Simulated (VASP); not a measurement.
# Ba: single point with PBE

Ba:

```
Ba
1.0
     0.00000    2.82866    2.82866
     2.82866    0.00000    2.82866
     2.82866    2.82866    0.00000
Ba
2
Direct
  0.87500 0.87500 0.87500
  0.12500 0.12500 0.12500
```

```json
{
 "Program": "VASP 6.6.1",
 "Task": "single point",
 "Functional": "PBE",
 "Potentials or basis": "VASP PAW PBE potentials, release 64 (Ba_sv)",
 "Cutoff": "520 eV",
 "k mesh": "9 × 9 × 9",
 "Occupations": "methfessel-paxton, width 0.005 eV",
 "Spin": "no spin polarisation"
}
```

```
Pressure               : 136.6 GPa
Band gap on the k mesh : zero (band 10 reaches 7.31 eV, above the bottom of band 11 at 5.42 eV)
```

Levels at points of the mesh, in eV from the Fermi level:
```
           k point  band 7  band 8  band 9  band 10  band 11  band 12  band 13  band 14
(0.00, 0.00, 0.00)  -11.99  -11.99   -1.47    -0.64    -0.64     3.28     3.28     3.28
```

It took 26 s on 1 thread of AMD EPYC 7R43 64-Core Processor (Zen 3), on a shared host, peak memory 0.14 GiB.

Caveat: spin-orbit coupling is left out, which moves the levels of the heavy elements.
